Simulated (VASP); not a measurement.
# Co (Im-3m) in VASP: single point with PBE

Aim: the single point of Co with PBE.

Program: VASP 6.6.1. These are calculated values, not measurements. Logs are shortened: lines on timing, memory, paths and dates and some standing lists are left out, and cuts for length are marked.

### 1 The cell of the first run

The structure is cubic, space group Im-3m (No. 229). Conventional cell: a = 2.752 Å, b = 2.752 Å, c = 2.752 Å, α = 90.00°, β = 90.00°, γ = 90.00°. Co (site symmetry m-3m) has 14 Co at 2.38 to 2.75 Å within 3.1 Å.

This isn't the form of Co at room conditions, which is hcp.

### 2 Single point, PBE, collinear spin, ferromagnetic start (10.42 Å³/atom)

INCAR

```
ALGO = Normal
EDIFF = 1E-6
ENCUT = 690
GGA = PE
GGA_COMPAT = F
ISIF = 2
ISMEAR = 0
ISPIN = 2
LASPH = T
LCHARG = F
LMAXMIX = 4
LORBIT = 11
LREAL = F
LWAVE = F
MAGMOM = 1.99
NBANDS = 18
NELM = 200
PREC = Accurate
SIGMA = 0.1
```

KPOINTS

```
k-points
0
Gamma
  20 20 20
```

POSCAR

```
Co
1.0
   -1.3761243464      1.3761243464      1.3761243464
    1.3761243464     -1.3761243464      1.3761243464
    1.3761243464      1.3761243464     -1.3761243464
Co
1
Direct
    0.0000000000      0.0000000000      0.0000000000
```

Potentials or basis: VASP PAW PBE potentials, release 64 (Co_sv).

Command:

```sh
$ cat potpaw_PBE.64/Co_sv/POTCAR > POTCAR
$ mpirun -np 1 vasp_std > vasp.out
```

OUTCAR:

```text
EDIFF = 1E-6
   ENCUT = 690
   GGA = PE
   ISIF = 2
   ISMEAR = 0
   ISPIN = 2
   LASPH = T
   LORBIT = 11
   LREAL = F
   NELM = 200
   PREC = Accurate

 ion  position               nearest neighbor table
   1  0.000  0.000  0.000-

  LATTYP: Found a body centered cubic cell.
 ALAT       =     2.7522486928

  Lattice vectors:

 A1 = (  -1.3761243464,   1.3761243464,   1.3761243464)
 A2 = (   1.3761243464,  -1.3761243464,   1.3761243464)
 A3 = (   1.3761243464,   1.3761243464,  -1.3761243464)

Analysis of symmetry for initial positions (statically):
=====================================================================
 Subroutine PRICEL returns:
 Original cell was already a primitive cell.

 Routine SETGRP: Setting up the symmetry group for a
 body centered cubic supercell.

 Subroutine GETGRP returns: Found 48 space group operations
 (whereof 48 operations were pure point group operations)
 out of a pool of 48 trial point group operations.

The static configuration has the point symmetry O_h .

Analysis of symmetry for dynamics (positions and initial velocities):
=====================================================================
 Subroutine PRICEL returns:
 Original cell was already a primitive cell.

 Routine SETGRP: Setting up the symmetry group for a
 body centered cubic supercell.

 Subroutine GETGRP returns: Found 48 space group operations
 (whereof 48 operations were pure point group operations)
 out of a pool of 48 trial point group operations.

The dynamic configuration has the point symmetry O_h .

Analysis of structural, dynamic, and magnetic symmetry:
=====================================================================
 Subroutine PRICEL returns:
 Original cell was already a primitive cell.

 Routine SETGRP: Setting up the symmetry group for a
 body centered cubic supercell.

 Subroutine GETGRP returns: Found 48 space group operations
 (whereof 48 operations were pure point group operations)
 out of a pool of 48 trial point group operations.

The overall configuration has the point symmetry O_h .

 Subroutine INISYM returns: Found 48 space group operations
 (whereof 48 operations are pure point group operations),
 and found     1 'primitive' translations

----------------------------------------------------------------------------------------

                                     Primitive cell

  volume of cell :      10.4240

  direct lattice vectors                    reciprocal lattice vectors
    -1.376124346  1.376124346  1.376124346     0.000000000  0.363339259  0.363339259
     1.376124346 -1.376124346  1.376124346     0.363339259  0.000000000  0.363339259
     1.376124346  1.376124346 -1.376124346     0.363339259  0.363339259  0.000000000

  length of vectors
     2.383517285  2.383517285  2.383517285     0.513839307  0.513839307  0.513839307

  position of ions in fractional coordinates (direct lattice)
     0.000000000  0.000000000  0.000000000

  ion indices of the primitive-cell ions
   primitive index   ion index
                 1           1

----------------------------------------------------------------------------------------

 KPOINTS: k-points

Automatic generation of k-mesh.
 Grid dimensions read from file:
 generate k-points for:   20   20   20

 Generating k-lattice:

  Cartesian coordinates                     Fractional coordinates (reciprocal lattice)
     0.000000000  0.018166963  0.018166963     0.050000000  0.000000000  0.000000000
     0.018166963  0.000000000  0.018166963     0.000000000  0.050000000  0.000000000
     0.018166963  0.018166963  0.000000000     0.000000000  0.000000000  0.050000000

  Length of vectors
     0.025691965  0.025691965  0.025691965

  Shift w.r.t. Gamma in fractional coordinates (k-lattice)
     0.000000000  0.000000000  0.000000000

 Subroutine IBZKPT returns following result:
 ===========================================

 Found    256 irreducible k-points:

 Following reciprocal coordinates:
            Coordinates               Weight
  0.000000  0.000000  0.000000      1.000000
  0.050000  0.000000  0.000000     12.000000
  0.100000  0.000000  0.000000     12.000000
  0.150000  0.000000  0.000000     12.000000
  0.200000  0.000000  0.000000     12.000000
  0.250000  0.000000  0.000000     12.000000
[... 16 lines left out ...]
  0.200000  0.100000 -0.000000     48.000000
  0.250000  0.100000 -0.000000     48.000000
 [... further k-points ...]
   k-points           NKPTS =    256   k-points in BZ     NKDIM =    256   number of bands    NBANDS=     18
   number of dos      NEDOS =    301   number of ions     NIONS =      1
   total plane-waves  NPLWV =   8000
   dimension x,y,z NGX =    20 NGY =   20 NGZ =   20
   dimension x,y,z NGXF=    40 NGYF=   40 NGZF=   40
   ions per type =               1
   NGX,Y,Z   is equivalent  to a cutoff of  13.95, 13.95, 13.95 a.u.
   NGXF,Y,Z  is equivalent  to a cutoff of  27.90, 27.90, 27.90 a.u.
 SYSTEM =  unknown system
   PREC   = accura    normal or accurate (medium, high low for compatibility)
   ISTART =      0    job   : 0-new  1-cont  2-samecut
   ICHARG =      2    charge: 1-file 2-atom 10-const
   ISPIN  =      2    spin polarized calculation?
   LNONCOLLINEAR =      F non collinear calculations
   LSORBIT =      F    spin-orbit coupling
   LASPH  =      T    aspherical Exc in radial PAW
   ENCUT  =  690.0 eV  50.71 Ry    7.12 a.u.   5.11  5.11  5.11*2*pi/ulx,y,z
   NELM   =    200;   NELMIN=  2; NELMDL= -5     # of ELM steps
   EDIFF  = 0.1E-05   stopping-criterion for ELM
   LREAL  =      F    real-space projection
   EDIFFG = 0.1E-04   stopping-criterion for IOM
   NSW    =      0    number of steps for IOM
   IBRION =     -1    ionic relax: 0-MD 1-quasi-New 2-CG
   NFREE  =      0    steps in history (QN), initial steepest desc. (CG)
   ISIF   =      2    stress and relaxation
   ISYM   =      2    0-nonsym 1-usesym 2-fastsym
   POTIM  = 0.5000    time-step for ionic-motion
   TEBEG  =    0.0;   TEEND  =   0.0 temperature during run
   PSTRESS=    0.0 pullay stress
   NELECT =      17.0000    total number of electrons
   NUPDOWN=      -1.0000    fix difference up-down
   EMIN   =  10.00;   EMAX   =-10.00  energy-range for DOS
   EFERMI =   0.00;   METHOD = LEGACY
   ISMEAR =     0;   SIGMA  =   0.10  broadening in eV -4-tet -1-fermi 0-gaus
   EFERMI_NEDOS =   21; number of points for ismear=-14 and -15
   IALGO  =     38    algorithm
   IMIX   =      4    mixing-type and parameters
     AMIX     =   0.40;   BMIX     =  1.00
     AMIX_MAG =   1.60;   BMIX_MAG =  1.00
  volume/ion in A,a.u.               =      10.42        70.34
  Fermi-wavevector in a.u.,A,eV,Ry     =   1.926993  3.641489 50.522539  3.713302
  Thomas-Fermi vector in A             =   2.960015
   LORBIT       =     11    0 simple, 1 ext, 2 COOP (PROOUT), +10 PAW based schemes
   GGA     = PE    functional components
   LHFCALC =     F    Hartree Fock is set to
   AEXX    =    0.0000 exact exchange contribution
   IVDW    =     0    specifies the selected vdW correction
   LEPSILON=     F    determine dielectric tensor
   LRPA    =     F    only Hartree local field effects (RPA)
 spin polarized calculation
 Gauss-broadening in eV      SIGMA  =   0.10
  energy-cutoff  :      690.00
  volume of cell :       10.42
 maximum number of plane-waves:       445
   NGX = 11   NGY = 11   NGZ = 11

 number of electron      16.9999973 magnetization       1.7017223

 Free energy of the ion-electron system (eV)
  ---------------------------------------------------
  ext. energy  EPLUGINS =         0.00000000
  ---------------------------------------------------
  free energy    TOTEN  =        -7.01147504 eV

  energy without entropy =       -7.00377149  energy(sigma->0) =       -7.00762326

 E-fermi :  13.0368     XC(G=0): -14.1619

 val. band max:       13.0343164426   @ k =  -0.3500  -0.4500   0.1000
 cond. band min:      13.0385270976   @ k =  -0.4500   0.5000   0.3500
 fundamental gap:      0.0042106550
 Fermi energy:        13.0368485281

 spin component 1

 k-point     1 :       0.0000    0.0000    0.0000
  band No.  band energies     occupation
      1     -83.5141      1.00000
      2     -46.5438      1.00000
      3     -46.5438      1.00000
      4     -46.5438      1.00000
      5       3.4100      1.00000
      6       9.8969      1.00000
[... 10 lines left out ...]
     17      46.2371      0.00000
     18      46.2372      0.00000

 k-point     2 :       0.0500    0.0000    0.0000
  band No.  band energies     occupation
      1     -83.5124      1.00000
      2     -46.5530      1.00000
      3     -46.5469      1.00000
      4     -46.5438      1.00000
      5       3.5185      1.00000
      6       9.8686      1.00000
[... 10 lines left out ...]
     17      44.9152      0.00000
     18      46.5326      0.00000
[... 442 lines left out ...]
 k-point    24 :       0.2500    0.1000   -0.0000
  band No.  band energies     occupation
      1     -83.4654      1.00000
      2     -46.7943      1.00000
      3     -46.6292      1.00000
      4     -46.5562      1.00000
      5       6.7667      1.00000
      6       9.1801      1.00000
[... 10 lines left out ...]
     17      50.7878      0.00000
     18      52.8900      0.00000

 [... further k-points ...]

 spin component 2

 k-point     1 :       0.0000    0.0000    0.0000
  band No.  band energies     occupation
      1     -81.3681      1.00000
      2     -44.4384      1.00000
      3     -44.4384      1.00000
      4     -44.4384      1.00000
      5       3.4616      1.00000
      6      11.4080      1.00000
[... 10 lines left out ...]
     17      46.6868      0.00000
     18      46.6869      0.00000

 k-point     2 :       0.0500    0.0000    0.0000
  band No.  band energies     occupation
      1     -81.3663      1.00000
      2     -44.4484      1.00000
      3     -44.4418      1.00000
      4     -44.4384      1.00000
      5       3.5706      1.00000
      6      11.3750      1.00000
[... 10 lines left out ...]
     17      45.3128      0.00000
     18      46.9539      0.00000
[... 442 lines left out ...]
 k-point    24 :       0.2500    0.1000   -0.0000
  band No.  band energies     occupation
      1     -81.3158      1.00000
      2     -44.7114      1.00000
      3     -44.5308      1.00000
      4     -44.4521      1.00000
      5       7.0447      1.00000
      6      10.5789      1.00000
[... 10 lines left out ...]
     17      50.9106      0.00000
     18      53.1763      0.00000

 [... further k-points ...]

------------------------ aborting loop because EDIFF is reached ----------------------------------------

  FORCE on cell =-STRESS in cart. coord.  units (eV):
  Direction    XX          YY          ZZ          XY          YZ          ZX
  --------------------------------------------------------------------------------------
  -------------------------------------------------------------------------------------
  Total        0.8629131      0.8629131      0.8629131      0.0000000      0.0000000      0.0000000
  in kB      132.6308631    132.6308631    132.6308631      0.0000000      0.0000000      0.0000000
  external PRESSURE =     132.6308631 kB  Pullay stress =       0.0000000 kB

 VOLUME and BASIS-vectors are now :
 -----------------------------------------------------------------------------
  energy-cutoff  :      690.00
  volume of cell :       10.42
      direct lattice vectors                 reciprocal lattice vectors
    -1.376124346  1.376124346  1.376124346     0.000000000  0.363339259  0.363339259
     1.376124346 -1.376124346  1.376124346     0.363339259  0.000000000  0.363339259
     1.376124346  1.376124346 -1.376124346     0.363339259  0.363339259  0.000000000

 POSITION                                       TOTAL-FORCE (eV/Angst)
 -----------------------------------------------------------------------------------
      0.00000      0.00000      0.00000         0.000000      0.000000      0.000000
 -----------------------------------------------------------------------------------
    total drift:                                0.000000     -0.000000     -0.000000

  FREE ENERGIE OF THE ION-ELECTRON SYSTEM (eV)
  ---------------------------------------------------
  free  energy   TOTEN  =        -7.0114750364 eV

  energy  without entropy=       -7.0037714928  energy(sigma->0) =       -7.00762326

 total charge

# of ion       s       p       d       tot
------------------------------------------
    1        2.255   6.135   6.693  15.083

 magnetization (x)

# of ion       s       p       d       tot
------------------------------------------
    1        0.001  -0.011   1.762   1.753
```

It took 53 s on 1 thread of AMD EPYC 9R45 (Zen 5), shared host; peak memory 0.18 GiB.

Results:

- Free energy: -7.0115 eV
- Pressure: 13.3 GPa
- Net moment: 1.70 μB per cell
- Site moments: Co +1.75 μB
- Valence electrons inside the program's atomic spheres: Co 15.08

Levels at points of the mesh, in eV from the Fermi level:
Spin up:
```tsv
k point	band 5	band 6	band 7	band 8	band 9	band 10	band 11	band 12	band 13	band 14
(0.00, 0.00, 0.00)	-9.63	-3.14	-3.14	-3.14	-1.94	-1.94	25.60	25.60	25.60	31.06
(0.50, 0.00, 0.00)	-5.80	-4.22	-1.87	-1.75	-0.47	-0.22	6.79	18.62	20.43	23.89
(0.50, 0.50, 0.50)	-5.70	-5.70	-0.74	-0.74	-0.74	9.71	9.71	9.71	15.57	15.57
```
Spin down:
```csv
k point,band 5,band 6,band 7,band 8,band 9,band 10,band 11,band 12
"(0.00, 0.00, 0.00)",-9.58,-1.63,-1.63,-1.63,0.34,0.34,25.35,25.35
"(0.50, 0.00, 0.00)",-4.78,-2.87,-0.22,0.21,0.58,1.30,7.83,18.60
"(0.50, 0.50, 0.50)",-4.18,-4.18,1.01,1.01,1.01,9.84,9.84,9.84
```

Caveat: the cell stands under pressure.
